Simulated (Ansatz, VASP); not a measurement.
Two plane-wave programs on CsSnI3

```xyz
5
Lattice="6.2057 0.0000 0.0000 0.0000 6.2057 0.0000 0.0000 0.0000 6.2057" Properties=species:S:1:pos:R:3 pbc="T T T"
Cs    0.0000    0.0000    0.0000
Sn    3.1029    3.1029    3.1029
I     0.0000    3.1029    3.1029
I     3.1029    0.0000    3.1029
I     3.1029    3.1029    0.0000
```

Alike in both runs: task relaxation of cell and atoms; functional PBE; k mesh 6 × 6 × 6; occupations gaussian, width 0.02 eV; no spin polarisation.

|  | VASP | Ansatz |
| --- | --- | --- |
| version | VASP 6.6.1 | Ansatz 0.2.0 |
| potentials or method | VASP PAW PBE potentials, release 64 (Cs_sv, Sn_d, I), cutoff 600 eV | scalar-relativistic, plane waves, PAW |
| valence electrons in the cell | 44 | 74 |

```tsv
	VASP	Ansatz	Ansatz less VASP
gap on the k mesh at the Fermi level, each at its own relaxed structure (eV)	0.48	0.48	-0.002
relaxed volume (Å³/atom)	49.70	49.61	-0.086
relaxed length of the cell vector where the two differ most in proportion (Å)	6.287	6.283	-0.0036
```

VASP's potentials hold 44 valence electrons a cell and Ansatz's 74, so a difference there can come from the potentials and not from the codes.

Spin-orbit coupling is off throughout.
